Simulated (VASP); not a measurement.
Here is a VASP 6.6.1 calculation.

POSCAR

```
Al
1.0
   -1.5912186900      1.5912186900      1.5912186900
    1.5912186900     -1.5912186900      1.5912186900
    1.5912186900      1.5912186900     -1.5912186900
Al
1
Direct
    0.0000000000      0.0000000000      0.0000000000
```

File INCAR.step1:

```
SYSTEM = Al
PREC     = Accurate       ! precision mode
ENCUT    = 520            ! plane-wave cutoff, eV
EDIFF    = 1E-5           ! SCF threshold, eV
ISMEAR   = -1             ! smearing method
SIGMA    = 0.1            ! smearing width, eV
LREAL    = .False.        ! projectors in reciprocal space
LASPH    = .True.         ! aspherical terms in the spheres
NELM     = 60             ! most SCF steps
ALGO     = Normal         ! electronic algorithm
ISIF     = 2              ! what is computed and relaxed
LWAVE    = .True.         ! write WAVECAR
LCHARG   = .False.        ! write CHGCAR
NBANDS   = 8              ! bands
GGA      = PE             ! functional
```

File INCAR.step2:

```
SYSTEM = Al
PREC     = Accurate       ! precision mode
ENCUT    = 520            ! plane-wave cutoff, eV
EDIFF    = 1E-7           ! SCF threshold, eV
ISMEAR   = -1             ! smearing method
SIGMA    = 0.1            ! smearing width, eV
LREAL    = .False.        ! projectors in reciprocal space
LASPH    = .True.         ! aspherical terms in the spheres
NELM     = 60             ! most SCF steps
ALGO     = Normal         ! electronic algorithm
ISIF     = 2              ! what is computed and relaxed
LWAVE    = .False.        ! write WAVECAR
LCHARG   = .False.        ! write CHGCAR
GGA      = PE             ! functional
LHFCALC  = .True.         ! exact exchange
AEXX     = 0.25           ! exact-exchange fraction
HFSCREEN = 0.3            ! screening, 1/A
PRECFOCK = Normal       
NBANDS   = 8              ! bands
ISTART   = 1
```

Contents of KPOINTS:

```
regular mesh
0
Gamma
  7 7 7
  0 0 0
```

Potentials or basis: VASP PAW PBE potentials, release 64 (Al).

Run with:

```console
$ cat potpaw_PBE.64/Al/POTCAR > POTCAR
$ cp INCAR.step1 INCAR
$ mpirun -np 1 vasp_std > vasp.out
$ cp INCAR.step2 INCAR
$ mpirun -np 1 vasp_std > vasp.out
```

Problem. Predict the pressure.

Solution. 2.4 GPa.

Caveat: the k points lie up to 0.40 Å⁻¹ apart; the PAW data sets were made with another functional, which shifts forces and pressure a little.
